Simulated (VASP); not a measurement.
Here is a VASP 6.6.1 calculation.

File INCAR:

```
PREC = Accurate
ENCUT = 600
EDIFF = 1E-7
ISMEAR = 0
SIGMA = 0.02
LREAL = False
LASPH = True
NELM = 120
ALGO = Normal
ISIF = 3
LWAVE = False
LCHARG = False
GGA = PE
IBRION = 2
NSW = 100
EDIFFG = -0.002
GGA_COMPAT = False
NELMIN = 4
```

KPOINTS

```
regular mesh
0
Gamma
  8 8 8
```

Contents of POSCAR:

```
NaF
1.0
    0.0000000000      2.3150000000      2.3150000000
    2.3150000000      0.0000000000      2.3150000000
    2.3150000000      2.3150000000      0.0000000000
Na F
1 1
Direct
    0.0000000000      0.0000000000      0.0000000000
    0.5000000000      0.5000000000      0.5000000000
```

Potentials or basis: VASP PAW PBE potentials, release 64 (Na_pv, F).

Run with:

```bash
$ cat potpaw_PBE.64/Na_pv/POTCAR potpaw_PBE.64/F/POTCAR > POTCAR
$ mpirun -np 1 vasp_std > vasp.out
```

What does it give for the relaxed cell?

a = 3.320 Å, b = 3.320 Å, c = 3.320 Å, α = 60.00°, β = 60.00°, γ = 60.00°.

Predict the space group after relaxing (to 0.1 Å).

Fm-3m (No. 225).

Final structure:
```
CELL_PARAMETERS angstrom
0.00000 2.34757 2.34757
2.34757 0.00000 2.34757
2.34757 2.34757 0.00000
ATOMIC_POSITIONS crystal
Na 0.00000 0.00000 0.00000
F 0.50000 0.50000 0.50000
```
